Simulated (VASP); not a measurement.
# MgB2 (P-4m2) in VASP: further runs, part 2 of 2

VASP 6.6.1. The steps go on from the part before.

### Step 5. Single point, PBE

Input file INCAR:

```
SYSTEM = MgB2
  ALGO = Normal
  EDIFF = 1E-6
  ENCUT = 520
  GGA = PE
  ISIF = 2
  ISMEAR = 0
  LASPH = .True.
  LCHARG = .False.
  LREAL = .False.
  LWAVE = .False.
  NBANDS = 17
  NELM = 100
  PREC = Accurate
  SIGMA = 0.1
```

Input file KPOINTS:

```
k-points
0
Gamma
  12 12 6
  0 0 0
```

Input file POSCAR:

```
MgB2
1.0
    3.3107987485      0.0000000000      0.0000000000
    0.0000000000      3.3107987485      0.0000000000
    0.0000000000      0.0000000000      7.0810736098
Mg B
2 4
Direct
    0.0000000000      0.5000000000      0.3201728142
    0.5000000000      0.0000000000      0.6798271858
    0.5000000000      0.2537996867      0.0982048865
    0.5000000000      0.7462003133      0.0982048865
    0.2537996867      0.5000000000      0.9017951135
    0.7462003133      0.5000000000      0.9017951135
```

Command:

```
> cat potpaw_PBE.64/Mg/POTCAR potpaw_PBE.64/B/POTCAR > POTCAR
> mpirun -np 1 vasp_std > vasp.out
```

Wall time 75 s (1 thread of AMD EPYC 9R45 (Zen 5), shared host); peak memory 0.25 GiB.

It converged, with:

| Item | Value |
| --- | --- |
| Free energy | -28.0126 eV |
| Pressure | -0.1 GPa |
| Largest force | 0.028 eV/Å |
| Band gap on the k mesh | zero (bands 8 and 9 overlap by 0.38 eV) |

Forces in eV/Å, atoms in the order of the input:
```
Mg   0.000  0.000 -0.004
Mg   0.000  0.000  0.004
B    0.000 -0.020  0.019
B    0.000  0.020  0.019
B   -0.020  0.000 -0.019
B    0.020  0.000 -0.019
```

Levels at points of the mesh, in eV from the Fermi level:
```
           k point  band 5  band 6  band 7  band 8  band 9  band 10  band 11  band 12
(0.00, 0.00, 0.00)   -3.47   -2.11   -2.11   -0.97    2.38     4.54     4.54     6.45
(0.50, 0.00, 0.00)   -3.99   -2.72   -1.50   -0.18    1.32     2.08     4.09     4.62
(0.50, 0.50, 0.00)   -2.86   -2.17   -2.17   -1.33    1.00     1.83     1.99     1.99
(0.00, 0.00, 0.50)   -3.21   -3.17   -2.10   -2.10    4.43     4.43     4.47     5.57
(0.50, 0.00, 0.50)   -3.91   -2.05   -0.26   -0.18   -0.11     1.20     2.09     6.00
(0.50, 0.50, 0.50)   -2.80   -2.30   -2.30   -0.86    0.12     2.35     3.26     3.26
```

### Step 6. Relaxation of cell and atoms, PBE

Input file INCAR:

```
SYSTEM = MgB2
ALGO = Normal
EDIFF = 1E-6
EDIFFG = -0.04
ENCUT = 600
GGA = PE
IBRION = 2
ISIF = 3
ISMEAR = 0
LASPH = .TRUE.
LCHARG = .FALSE.
LREAL = .FALSE.
LWAVE = .FALSE.
NELM = 60
NSW = 90
PREC = Accurate
SIGMA = 0.1
```

Input file KPOINTS:

```
k-points
0
G
  6 6 4
  0 0 0
```

Input file POSCAR:

```
MgB2
1.0
    3.3289604615      0.0000000000      0.0000000000
    0.0000000000      3.3289604615      0.0000000000
    0.0000000000      0.0000000000      7.0039208903
Mg B
2 4
Direct
    0.0000000000      0.5000000000      0.3184323529
    0.5000000000      0.0000000000      0.6815676471
    0.5000000000      0.2529857688      0.0981330395
    0.5000000000      0.7470142312      0.0981330395
    0.2529857688      0.5000000000      0.9018669605
    0.7470142312      0.5000000000      0.9018669605
```

Potentials or basis: VASP PAW PBE potentials, release 64 (Mg, B).

Command:

```
> cat potpaw_PBE.64/Mg/POTCAR potpaw_PBE.64/B/POTCAR > POTCAR
> mpirun -np 1 vasp_std > vasp.out
```

Wall time 52 s (1 thread of AMD EPYC 9R45 (Zen 5), shared host); peak memory 0.19 GiB.

It converged, with:

```
Free energy                           : -28.0100 eV
Relaxed volume                        : 12.91 Å³/atom
Relaxed cell                          : a = 3.313 Å, b = 3.313 Å, c = 7.055 Å, α = 90.00°, β = 90.00°, γ = 90.00°
Space group after relaxing (to 0.1 Å) : P-4m2 (No. 115)
Energy gained by relaxing             : 1.0 meV/atom
Ionic steps                           : 5
Pressure after relaxing               : 0.1 GPa
Largest force after relaxing          : 0.035 eV/Å
Band gap on the k mesh                : zero (bands 8 and 9 overlap by 0.35 eV)
```

Forces on the atoms (eV/Å):
```
Mg   0.000  0.000  0.034
Mg   0.000  0.000 -0.034
B    0.000 -0.002 -0.035
B    0.000  0.002 -0.035
B   -0.002  0.000  0.035
B    0.002  0.000  0.035
```

The path:
```csv
step,energy change (eV),largest force (eV/Å),pressure (GPa),volume (Å³)
1,0.0000,0.1480,-0.26,77.62
2,-0.0038,0.2143,0.29,77.38
3,-0.0042,0.1284,0.16,77.43
4,-0.0056,0.0751,0.03,77.46
5,-0.0059,0.0349,0.07,77.45
```

Final structure:
```yaml
crystal:
  lattice:
    - [3.31345, 0.00000, 0.00000]
    - [0.00000, 3.31345, 0.00000]
    - [0.00000, 0.00000, 7.05475]
  atoms:
    - { symbol: Mg, position: [0.00000, 0.50000, 0.31919] }
    - { symbol: Mg, position: [0.50000, 0.00000, 0.68081] }
    - { symbol: B, position: [0.50000, 0.25408, 0.09862] }
    - { symbol: B, position: [0.50000, 0.74592, 0.09862] }
    - { symbol: B, position: [0.25408, 0.50000, 0.90138] }
    - { symbol: B, position: [0.74592, 0.50000, 0.90138] }
```

Levels at points of the mesh, in eV from the Fermi level:
| k point | band 5 | band 6 | band 7 | band 8 | band 9 | band 10 | band 11 | band 12 |
| --- | --- | --- | --- | --- | --- | --- | --- | --- |
| (0.00, 0.00, 0.00) | -3.44 | -2.10 | -2.10 | -0.90 | 2.48 | 4.53 | 4.53 | 6.48 |
| (0.50, 0.00, 0.00) | -3.96 | -2.69 | -1.46 | -0.18 | 1.39 | 2.10 | 4.16 | 4.70 |
| (0.50, 0.50, 0.00) | -2.85 | -2.16 | -2.16 | -1.31 | 1.02 | 1.87 | 2.03 | 2.03 |
| (0.00, 0.00, 0.50) | -3.15 | -3.14 | -2.09 | -2.09 | 4.42 | 4.42 | 4.57 | 5.59 |
| (0.50, 0.00, 0.50) | -3.88 | -2.02 | -0.20 | -0.18 | -0.05 | 1.25 | 2.10 | 5.98 |
| (0.50, 0.50, 0.50) | -2.78 | -2.29 | -2.29 | -0.84 | 0.14 | 2.41 | 3.31 | 3.31 |

### Step 7. Relaxation of cell and atoms, PBE

Input file INCAR:

```
ALGO = Normal
EDIFF = 1E-7
EDIFFG = -0.01
ENCUT = 600
GGA = PE
IBRION = 2
ISIF = 3
ISMEAR = 0
LASPH = True
LCHARG = False
LREAL = False
LWAVE = False
NELM = 100
NSW = 100
PREC = Accurate
SIGMA = 0.1
```

Input file KPOINTS:

```
k-points
0
Gamma
  12 12 6
```

Input file POSCAR:

```
MgB2
1.0
    3.3142323429      0.0000000000      0.0000000000
    0.0000000000      3.3142323429      0.0000000000
    0.0000000000      0.0000000000      7.0745654431
Mg B
2 4
Direct
    0.0000000000      0.5000000000      0.3196955271
    0.5000000000      0.0000000000      0.6803044729
    0.5000000000      0.2538711761      0.0979773708
    0.5000000000      0.7461288239      0.0979773708
    0.2538711761      0.5000000000      0.9020226292
    0.7461288239      0.5000000000      0.9020226292
```

Command:

```
> cat potpaw_PBE.64/Mg/POTCAR potpaw_PBE.64/B/POTCAR > POTCAR
> mpirun -np 1 vasp_std > vasp.out
```

It took 4.2 min on 1 thread of AMD EPYC 9R45 (Zen 5), shared host; peak memory 0.28 GiB.

It converged, with:

- Free energy: -28.0165 eV
- Relaxed volume: 12.93 Å³/atom
- Relaxed cell: a = 3.310 Å, b = 3.310 Å, c = 7.077 Å, α = 90.00°, β = 90.00°, γ = 90.00°
- Space group after relaxing (to 0.1 Å): P-4m2 (No. 115)
- Energy gained by relaxing: 0.1 meV/atom
- Ionic steps: 7
- Pressure after relaxing: -0.1 GPa
- Largest force after relaxing: 0.008 eV/Å
- Band gap on the k mesh: zero (bands 8 and 9 overlap by 0.38 eV)

Forces in eV/Å, atoms in the order of the input:
```
Mg   0.000  0.000  0.007
Mg   0.000  0.000 -0.007
B    0.000 -0.001 -0.007
B    0.000  0.001 -0.007
B   -0.001  0.000  0.007
B    0.001  0.000  0.007
```

The path:
| step | energy change (eV) | largest force (eV/Å) | pressure (GPa) | volume (Å³) |
| --- | --- | --- | --- | --- |
| 1 | 0.0000 | 0.0629 | -0.12 | 77.71 |
| 2 | -0.0001 | 0.0909 | -0.09 | 77.60 |
| 3 | -0.0003 | 0.0335 | -0.11 | 77.65 |
| 4 | -0.0004 | 0.0184 | 0.04 | 77.52 |
| 5 | -0.0004 | 0.0180 | 0.03 | 77.53 |
| 6 | -0.0004 | 0.0141 | 0.00 | 77.54 |
| 7 | -0.0005 | 0.0075 | -0.07 | 77.56 |

Final structure:
```xyz
6
Lattice="3.3105 0.0000 0.0000 0.0000 3.3105 0.0000 0.0000 0.0000 7.0768" Properties=species:S:1:pos:R:3 pbc="T T T"
Mg    0.0000    1.6552    2.2656
Mg    1.6552    0.0000    4.8112
B     1.6552    0.8401    0.6967
B     1.6552    2.4704    0.6967
B     0.8401    1.6552    6.3801
B     2.4704    1.6552    6.3801
```

Levels at points of the mesh, in eV from the Fermi level:
| k point | band 6 | band 7 | band 8 | band 9 | band 10 | band 11 |
| --- | --- | --- | --- | --- | --- | --- |
| (0.00, 0.00, 0.00) | -2.10 | -2.10 | -0.97 | 2.39 | 4.53 | 4.53 |
| (0.50, 0.00, 0.00) | -2.73 | -1.50 | -0.18 | 1.32 | 2.08 | 4.09 |
| (0.50, 0.50, 0.00) | -2.18 | -2.18 | -1.33 | 0.99 | 1.83 | 1.99 |
| (0.00, 0.00, 0.50) | -3.18 | -2.10 | -2.10 | 4.42 | 4.42 | 4.49 |
| (0.50, 0.00, 0.50) | -2.06 | -0.26 | -0.18 | -0.10 | 1.20 | 2.09 |
| (0.50, 0.50, 0.50) | -2.31 | -2.31 | -0.87 | 0.11 | 2.35 | 3.27 |

### Step 8. Summary

| task | cell | k mesh | cutoff (eV) | gap on the mesh (eV) | pressure (GPa) | relaxed volume (Å³/atom) | largest force (eV/Å) |
| --- | --- | --- | --- | --- | --- | --- | --- |
| single point | a = 3.329, b = 3.329, c = 7.004 Å, 6 atoms, atomic positions A | 4 × 4 × 4 | 520 | none | -0.1 | - | 0.01 |
| single point | a = 3.314, b = 3.314, c = 7.075 Å, 6 atoms, atomic positions B | 6 × 6 × 4 | 520 | none | -0.1 | - | 0.02 |
| relaxation of cell and atoms | relaxed from a = 3.755, b = 3.755, c = 4.526 Å, 6 atoms, atomic positions C | 4 × 4 × 4 | 600 | none | 0.2 | 10.91 | 0.04 |
| single point | a = 3.311, b = 3.311, c = 7.081 Å, 6 atoms, atomic positions D | 12 × 12 × 6 | 520 | none | -0.1 | - | 0.03 |
| relaxation of cell and atoms | relaxed from a = 3.329, b = 3.329, c = 7.004 Å, 6 atoms, atomic positions A | 6 × 6 × 4 | 600 | none | 0.1 | 12.91 | 0.03 |
| relaxation of cell and atoms | relaxed from a = 3.314, b = 3.314, c = 7.075 Å, 6 atoms, atomic positions B | 12 × 12 × 6 | 600 | none | -0.1 | 12.93 | 0.01 |

Alike in all rows: level PBE; potentials or basis VASP PAW PBE potentials, release 64 (Mg, B); no spin polarisation; smearing gaussian 0.1 eV.

Caveats: some runs use coarse meshes.

Total energies depend on the potentials used, so only differences within one code and one set of settings carry meaning.
